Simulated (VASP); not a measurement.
# SrLi8Nb7O23 (a cell with a defect) in VASP: settings compared

Aim: see how the results for SrLi8Nb7O23 (a cell with a defect) move with the level of theory and the settings. Levels: PBE, HSE06. Tasks: single point.

All numbers are computed with VASP 6.6.1; they aren't measurements. Logs are shortened: lines on timing, memory, paths and dates and some standing lists are left out, and cuts for length are marked.

### Step 1. The cell of the first run

The cell holds a defect, 39 atoms: a = 5.550 Å, b = 11.101 Å, c = 11.101 Å, α = 55.75°, β = 55.75°, γ = 55.75°.

### Step 2. Single point, PBE, collinear spin

INCAR

```
SYSTEM = SrLi8Nb7O23
PREC = Accurate
ENCUT = 520
EDIFF = 1E-7
ISMEAR = 0
SIGMA = 0.01
LREAL = Auto
LASPH = .TRUE.
NELM = 150
ALGO = Normal
ISIF = 2
LWAVE = .FALSE.
LCHARG = .TRUE.
ISPIN = 2
MAGMOM = 0 0 0 0 0 0 0 0 -0.01 0 0 0 0 0 0 0.02 0 0 0 0.01 0 0 0 0.07 0.01 0.56 0 0 0 0 0 0 0.01 0.01 0 0 0.27 0.02 0
LORBIT = 11
NUPDOWN = 1.0
LMAXMIX = 4
GGA = PE
LELF = .TRUE.
LVHAR = .TRUE.
NBANDS = 160
```

KPOINTS

```
Automatic mesh
0
Gamma
  1 1 1
  0.25 0.25 0.25
```

POSCAR

```
SrLi8Nb7O23
1.0
    2.5949501400      1.4981951600      4.6722232500
   -5.1899002700      2.9963903200      9.3444465000
    0.0000000000     -5.9927806400      9.3444465000
Li Nb O Sr
8 7 23 1
Direct
    0.7128731884      0.3547215312      0.3669819340
    0.1821258183      0.1241523190      0.1324723000
    0.6903968609      0.3602156043      0.8751206057
    0.2300246772      0.1084119905      0.6121352428
    0.7156269746      0.8477817217      0.3749698452
    0.2140216938      0.6080592884      0.1139492567
    0.7880223879      0.8189469320      0.8507299342
    0.2022772209      0.6171720898      0.6028395679
    0.9689972390      0.4990825201      0.4980351645
    0.5018402273      0.2458630718      0.2529311486
    0.9927648652      0.4960653495      1.0124571429
    0.9950746826      1.0100172862      0.5018935282
    0.4914649328      0.7477170490      0.2545124123
    0.9776889051      0.9914884180      1.0159961712
    0.5034784979      0.7448339085      0.7617374968
    0.2782159054      0.3169636048      0.4492085900
    0.6350872444      0.4428322921      0.1438969492
    0.8744873840      0.1402182620      0.3246370703
    0.4247546866      0.0590473266      0.3760597061
    0.8043528743      0.1940438432      0.0690554478
    0.1340687073      0.3885638115      0.2052441656
    0.2882444227      0.3172400659      0.9680278707
    0.6106559214      0.4608984097      0.6116348919
    1.0479912813      0.1393276148      0.8137512193
    0.8506637947      0.1826891607      0.5468408142
    0.0276775571      0.4331485307      0.6910360310
    0.2947313093      0.8294718545      0.4241867701
    0.6058959862      0.9760207378      0.0836163557
    0.8792068560      0.6593971946      0.3067230484
    0.3808484160      0.5757168327      0.3790682164
    0.7802818611      0.6948264578      0.0693352437
    0.1271048341      0.8948949305      0.1872312476
    0.2856543854      0.8187855144      0.9481361235
    0.6548963523      0.9379701589      0.6483993813
    0.9003933955      0.6329372628      0.8237273590
    0.3864240251      0.5709891197      0.8982710745
    0.7809977744      0.6919615505      0.5741747944
    0.1572109151      0.8835670603      0.6968342434
    0.4602247583      0.2305845076      0.7712780246
```

Potentials or basis: VASP PAW PBE potentials, release 64 (Li_sv, Nb_sv, O, Sr_sv).

On the command line:

```bash
$ cat potpaw_PBE.64/Li_sv/POTCAR potpaw_PBE.64/Nb_sv/POTCAR potpaw_PBE.64/O/POTCAR potpaw_PBE.64/Sr_sv/POTCAR > POTCAR
$ mpirun -np 1 vasp_std > vasp.out
```

OUTCAR:

```text
SYSTEM = SrLi8Nb7O23
   PREC = Accurate
   ENCUT = 520
   EDIFF = 1E-7
   ISMEAR = 0
   LREAL = Auto
   LASPH = .TRUE.
   NELM = 150
   ISIF = 2
   ISPIN = 2
   LORBIT = 11
   NUPDOWN = 1.0
   GGA = PE

 ion  position               nearest neighbor table
   1  0.713  0.355  0.367-  25 2.00  21 2.08  30 2.11  16 2.25  18 2.25  39 3.48
   2  0.182  0.124  0.132-  18 1.87  28 1.94  22 2.02  20 2.17  39 3.10
   3  0.690  0.360  0.875-  26 1.97  36 2.03  20 2.05  22 2.08  39 3.26  39 3.33
   4  0.230  0.108  0.612-  24 2.02  16 2.04  34 2.12  25 2.17  39 3.30  39 3.71
   5  0.716  0.848  0.375-  19 1.96  37 1.98  32 2.14  29 2.15  27 2.18
   6  0.214  0.608  0.114-  29 2.02  17 2.07  33 2.10  36 2.21  21 2.26  31 2.27
   7  0.788  0.819  0.851-  35 1.94  38 1.99  31 1.99  34 2.18  11 2.80  39 3.59
   8  0.202  0.617  0.603-  23 1.95  35 2.09  37 2.15  27 2.17  26 2.23  39 3.32
   9  0.969  0.499  0.498-  23 1.80  16 1.90  29 1.97  26 2.00  37 2.22  30 2.28  39 3.94  39 3.96

  10  0.502  0.246  0.253-  19 1.87  21 1.89  20 1.92  18 2.09  17 2.15  16 2.17
  11  0.993  0.496  0.012-  22 1.84  17 1.87  35 1.93  31 2.11  21 2.14  36 2.19   7 2.80  39 3.88

  12  0.995  0.010  0.502-  25 1.86  18 1.90  34 1.90  27 2.03  19 2.19  38 2.19  39 3.72
  13  0.491  0.748  0.255-  30 1.82  31 1.93  32 1.98  27 2.01  29 2.08  28 2.34
  14  0.978  0.991  0.016-  28 1.83  24 1.86  33 1.91  32 1.98  20 2.18  39 3.65  39 3.84
  15  0.503  0.745  0.762-  36 1.86  38 1.89  37 1.95  33 2.10  35 2.13  34 2.17
  16  0.278  0.317  0.449-   9 1.90   4 2.04  10 2.17   1 2.25
  17  0.635  0.443  0.144-  11 1.87   6 2.07  10 2.15
  18  0.874  0.140  0.325-   2 1.87  12 1.90  10 2.09   1 2.25
  19  0.425  0.059  0.376-  10 1.87   5 1.96  12 2.19
  20  0.804  0.194  0.069-  10 1.92   3 2.05   2 2.17  14 2.18  39 3.31
  21  0.134  0.389  0.205-  10 1.89   1 2.08  11 2.14   6 2.26
  22  0.288  0.317  0.968-  11 1.84   2 2.02   3 2.08  39 2.36
  23  0.611  0.461  0.612-   9 1.80   8 1.95  39 2.45
  24  0.048  0.139  0.814-  14 1.86   4 2.02  39 2.71  39 3.06
  25  0.851  0.183  0.547-  12 1.86   1 2.00   4 2.17  39 2.30
  26  0.028  0.433  0.691-   3 1.97   9 2.00   8 2.23  39 2.39
  27  0.295  0.829  0.424-  13 2.01  12 2.03   8 2.17   5 2.18
  28  0.606  0.976  0.084-  14 1.83   2 1.94  13 2.34  39 3.20
  29  0.879  0.659  0.307-   9 1.97   6 2.02  13 2.08   5 2.15
  30  0.381  0.576  0.379-  13 1.82   1 2.11   9 2.28
  31  0.780  0.695  0.069-  13 1.93   7 1.99  11 2.11   6 2.27
  32  0.127  0.895  0.187-  13 1.98  14 1.98   5 2.14
  33  0.286  0.819  0.948-  14 1.91   6 2.10  15 2.10
  34  0.655  0.938  0.648-  12 1.90   4 2.12  15 2.17   7 2.18
  35  0.900  0.633  0.824-  11 1.93   7 1.94   8 2.09  15 2.13
  36  0.386  0.571  0.898-  15 1.86   3 2.03  11 2.19   6 2.21
  37  0.781  0.692  0.574-  15 1.95   5 1.98   8 2.15   9 2.22
  38  0.157  0.884  0.697-  15 1.89   7 1.99  12 2.19
  39  0.460  0.231  0.771-  25 2.30  22 2.36  26 2.39  23 2.45  24 2.71  24 3.06   2 3.10  28 3.20
                             3 3.26   4 3.30  20 3.31   8 3.32   3 3.33   1 3.48   7 3.59  14 3.65

  LATTYP: Found a base centered monoclinic cell.
 ALAT       =    15.1977748256
 B/A-ratio  =     0.6829815986
 C/A-ratio  =     0.3652177898
 COS(beta)  =    -0.0918250328
[... 250 lines left out ...]
 fundamental gap:      0.7883715863
 Fermi energy:         3.3261553363

 spin component 1

 k-point     1 :       0.2500    0.2500    0.2500
  band No.  band energies     occupation
      1     -51.3090      1.00000
      2     -51.2339      1.00000
      3     -51.1532      1.00000
      4     -51.1107      1.00000
      5     -51.0268      1.00000
      6     -50.9902      1.00000
[... 135 lines left out ...]
    142       7.5534      0.00000
    143       7.7397      0.00000
 Fermi energy:         3.3261553363

 spin component 2

 k-point     1 :       0.2500    0.2500    0.2500
  band No.  band energies     occupation
      1     -51.3153      1.00000
      2     -51.2341      1.00000
      3     -51.1538      1.00000
      4     -51.1104      1.00000
      5     -51.0273      1.00000
      6     -50.9911      1.00000
[... 135 lines left out ...]
    142       7.5642      0.00000
    143       7.7595      0.00000
 [bands above 143 left out]

------------------------ aborting loop because EDIFF is reached ----------------------------------------

  FORCE on cell =-STRESS in cart. coord.  units (eV):
  Direction    XX          YY          ZZ          XY          YZ          ZX
  --------------------------------------------------------------------------------------
  -------------------------------------------------------------------------------------
  Total        6.4226271      8.2852204      7.0640125      1.4528985      1.1794750     -0.7034009
  in kB       23.6042961     30.4496575     25.9615017      5.3396604      4.3347803     -2.5851235
  external PRESSURE =      26.6718184 kB  Pullay stress =       0.0000000 kB

 VOLUME and BASIS-vectors are now :
 -----------------------------------------------------------------------------
  energy-cutoff  :      520.00
  volume of cell :      435.95
      direct lattice vectors                 reciprocal lattice vectors
     2.594950140  1.498195160  4.672223250     0.192681930  0.111244964  0.071343623
    -5.189900270  2.996390320  9.344446500    -0.096340965  0.055622482  0.035671811
     0.000000000 -5.992780640  9.344446500     0.000000000 -0.111244964  0.035671811

 POSITION                                       TOTAL-FORCE (eV/Angst)
 -----------------------------------------------------------------------------------
      0.00890     -0.06833     10.07462        -0.001304      0.000874     -0.000538
     -0.17173     -0.14901      3.24895         0.000306      0.018440     -0.002135
     -0.07794     -3.13071     14.76922        -0.002481     -0.000310     -0.006853
      0.03426     -2.99893      7.80784        -0.002323     -0.002188     -0.007816
     -2.54289      1.36532     14.76951         0.001427      0.007968     -0.006792
     -2.60039      1.45976      7.74673         0.003702      0.004356     -0.004850
[... 31 lines left out ...]
     -4.17767     -1.29293     15.50250         0.010291      0.014636      0.002062
     -0.00245     -3.24167     11.51212         0.040356     -0.060255     -0.024320
 -----------------------------------------------------------------------------------
    total drift:                               -0.000568      0.010722      0.003017

  FREE ENERGIE OF THE ION-ELECTRON SYSTEM (eV)
  ---------------------------------------------------
  free  energy   TOTEN  =      -300.3384978956 eV

  energy  without entropy=     -300.3384978956  energy(sigma->0) =     -300.33849790

 total charge

# of ion       s       p       d       tot
------------------------------------------
    1        2.013   0.047   0.000   2.060
    2        2.023   0.060   0.000   2.083
    3        2.017   0.052   0.000   2.070
    4        2.014   0.046   0.000   2.061
    5        2.018   0.052   0.000   2.070
    6        2.014   0.047   0.000   2.062
[... 31 lines left out ...]
   38        1.569   3.493   0.000   5.062
   39        2.009   5.804   0.260   8.073
--------------------------------------------------
tot         69.802 129.325  15.203 214.330

 magnetization (x)

# of ion       s       p       d       tot
------------------------------------------
    1       -0.000  -0.000   0.000  -0.000
    2       -0.000  -0.000   0.000  -0.000
    3       -0.000  -0.001   0.000  -0.001
    4       -0.000  -0.000   0.000  -0.000
    5        0.001   0.001   0.000   0.002
    6        0.000   0.000   0.000   0.000
[... 31 lines left out ...]
   38        0.000   0.020   0.000   0.020
   39        0.001   0.003   0.003   0.007
--------------------------------------------------
tot          0.016   0.852  -0.031   0.837
```

OSZICAR:

```text
N       E                     dE             d eps       ncg     rms          rms(c)
DAV:   1     0.313604748676E+04    0.31360E+04   -0.13780E+05   640   0.173E+03
DAV:   2     0.163858508132E+01   -0.31344E+04   -0.30036E+04   784   0.615E+02
[... 12 lines left out ...]
DAV:  15    -0.300338484426E+03   -0.28158E-04   -0.90512E-05   968   0.328E-02    0.199E-02
DAV:  16    -0.300338494171E+03   -0.97450E-05   -0.22982E-05   920   0.149E-02    0.114E-02
DAV:  17    -0.300338497011E+03   -0.28401E-05   -0.59905E-06   864   0.882E-03    0.522E-03
DAV:  18    -0.300338497726E+03   -0.71510E-06   -0.13614E-06   808   0.417E-03    0.228E-03
DAV:  19    -0.300338497878E+03   -0.15169E-06   -0.41888E-07   656   0.215E-03    0.126E-03
DAV:  20    -0.300338497896E+03   -0.17713E-07   -0.88582E-08   432   0.136E-03
   1 F= -.30033850E+03 E0= -.30033850E+03  d E =0.000000E+00  mag=     1.0000
```

stdout:

```text
POSCAR found type information on POSCAR LiNbO Sr
 POSCAR found :  4 types and      39 ions
 scaLAPACK will be used
 LDA part: xc-table for (Slater+PW92), standard interpolation
 POSCAR, INCAR and KPOINTS ok, starting setup
 FFT: planning ... GRIDC
 FFT: planning ... GRID_SOFT
 FFT: planning ... GRID
 WAVECAR not read
 entering main loop
```

Run time: 13 min. Hardware: 1 thread of Intel Xeon Platinum 8259CL at 2.50GHz (Skylake/Cascade Lake), shared host; peak memory 0.9 GiB.

Results:

| Quantity | Value |
| --- | --- |
| Free energy | -300.3385 eV |
| Largest force | 0.076 eV/Å |
| Net moment | 1.00 μB per cell |
| Site moments | Li -0.00, +0.00 (each value once); Nb -0.02, -0.00, +0.00, -0.01 (each value once); O +0.02, +0.00, +0.01, +0.06, +0.49, -0.00, +0.23 (each value once); Sr +0.01 μB |
| Valence electrons inside the program's atomic spheres | Li 2.06, 2.08, 2.07 (each value once); Nb 10.52, 10.43, 10.48, 10.47, 10.45, 10.61 (each value once); O 5.06, 5.07, 5.10, 5.05, 5.08, 5.02, 4.95, 5.01 (each value once); Sr 8.07 |

Forces on the atoms (eV/Å):
```
Li  -0.001  0.001 -0.001
Li   0.000  0.018 -0.002
Li  -0.002  0.000 -0.007
Li  -0.002 -0.002 -0.008
Li   0.001  0.008 -0.007
Li   0.004  0.004 -0.005
Li  -0.015 -0.002  0.002
Li  -0.005 -0.008 -0.009
Nb   0.019  0.061  0.016
Nb  -0.006 -0.019  0.041
Nb  -0.009  0.001  0.024
Nb   0.011 -0.002 -0.006
Nb  -0.027  0.023  0.030
Nb   0.018 -0.013  0.042
Nb  -0.009  0.007  0.042
O   -0.007  0.013 -0.011
O    0.007  0.007 -0.003
O   -0.016 -0.023 -0.006
O   -0.012 -0.002  0.001
O    0.008  0.001 -0.019
O    0.009  0.016 -0.007
O   -0.017 -0.023  0.033
O   -0.019  0.002  0.015
O   -0.007  0.010 -0.005
O    0.042  0.046 -0.021
O   -0.052  0.028 -0.004
O   -0.005  0.004 -0.009
O    0.012 -0.025 -0.016
O    0.005 -0.024  0.000
O   -0.002 -0.021 -0.014
O    0.004 -0.015  0.002
O    0.008  0.008 -0.014
O   -0.005  0.013 -0.011
O    0.013  0.000 -0.009
O   -0.006 -0.012 -0.013
O   -0.006 -0.019 -0.016
O    0.020 -0.015 -0.004
O    0.010  0.015  0.002
Sr   0.040 -0.060 -0.024
```

Caveat: the k points lie up to 1.14 Å⁻¹ apart, too coarse for converged energies, forces and pressures; the cutoff is under 1.25 times the usual one of these potentials, so pressure, stress and relaxed cells hold a basis-set (Pulay) error; the total moment is fixed, so each spin has its own Fermi level and the state may be an excited one.

[end of part 1 of 2]
